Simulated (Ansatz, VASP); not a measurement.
W in VASP and in Ansatz

```
CELL_PARAMETERS angstrom
0.00000 2.08036 2.08036
2.08036 0.00000 2.08036
2.08036 2.08036 0.00000
ATOMIC_POSITIONS crystal
W 0.00000 0.00000 0.00000
```

Alike in both runs: task single point; functional RPBE; k mesh 15 × 15 × 15; occupations fermi-dirac, width 0.1 eV; no spin polarisation.

|  | VASP | Ansatz |
| --- | --- | --- |
| version | VASP 6.6.1 | Ansatz 0.2.0 |
| potentials or method | VASP PAW PBE potentials, release 64 (W_sv), cutoff 520 eV | plane waves (420 eV) with PAW, scalar-relativistic |
| valence electrons in the cell | 14 | 14 |

|  | VASP | Ansatz | Ansatz less VASP |
| --- | --- | --- | --- |
| pressure (GPa) | -17.9 | -18.1 | -0.24 |

VASP's potentials were made for PBE, not for RPBE.

Neither program's run includes spin-orbit coupling.
